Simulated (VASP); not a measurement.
SiC (Moissanite 3C): relaxation of cell and atoms with PBE

The system is SiC (Moissanite 3C).

```
CELL_PARAMETERS angstrom
0.00000 2.17900 2.17900
2.17900 0.00000 2.17900
2.17900 2.17900 0.00000
ATOMIC_POSITIONS crystal
Si 0.00000 0.00000 0.00000
C 0.25000 0.25000 0.25000
```

* Program: VASP 6.6.1
* Task: relaxation of cell and atoms
* Functional: PBE
* Potentials or basis: VASP PAW PBE potentials, release 64 (Si, C)
* Cutoff: 600 eV
* k mesh: 8 × 8 × 8
* Occupations: gaussian, width 0.01 eV
* Spin: no spin polarisation
* Dipole correction: no
* Further INCAR settings: ALGO = Normal; EDIFF = 1e-06; IBRION = 2; EDIFFG = -0.01; NSW = 80; ISIF = 3

The relaxed volume is 10.49 Å³/atom, the relaxed cell is a = 3.096 Å, b = 3.096 Å, c = 3.096 Å, α = 60.00°, β = 60.00°, γ = 60.00° and the space group after relaxing (to 0.05 Å) is F-43m (No. 216). The energy gained by relaxing is 1.4 meV/atom. The ionic steps are 3 and the pressure after relaxing is 0.0 GPa. The band gap on the k mesh is 1.37 eV, indirect (least direct gap 4.53 eV).

Step by step:
| step | energy change (eV) | largest force (eV/Å) | pressure (GPa) | volume (Å³) |
| --- | --- | --- | --- | --- |
| 1 | 0.0000 | 0.0000 | 3.09 | 20.69 |
| 2 | 0.0002 | 0.0000 | -3.01 | 21.29 |
| 3 | -0.0028 | 0.0000 | 0.01 | 20.99 |

Final structure:
```
Si C
1.0
     0.00000    2.18926    2.18926
     2.18926    0.00000    2.18926
     2.18926    2.18926    0.00000
Si C
1 1
Direct
  0.00000 0.00000 0.00000
  0.25000 0.25000 0.25000
```

Levels at points of the mesh, in eV from the valence-band top:
```csv
k point,band 1,band 2,band 3,band 4,band 5,band 6,band 7,band 8
"(0.00, 0.00, 0.00)",-15.29,0.00,0.00,0.00,6.07,7.21,7.21,7.21
"(0.50, 0.00, 0.00)",-11.78,-8.46,-1.05,-1.05,5.31,7.17,7.17,9.98
"(0.50, 0.50, 0.00)",-10.34,-7.75,-3.16,-3.16,1.37,4.27,13.87,13.87
```

Wall time 17 s on 1 thread of AMD EPYC 7R43 64-Core Processor (Zen 3), on a shared host, peak memory 0.11 GiB.

A k mesh can miss the band edges. PBE usually gives volumes a little too large and moduli too small.
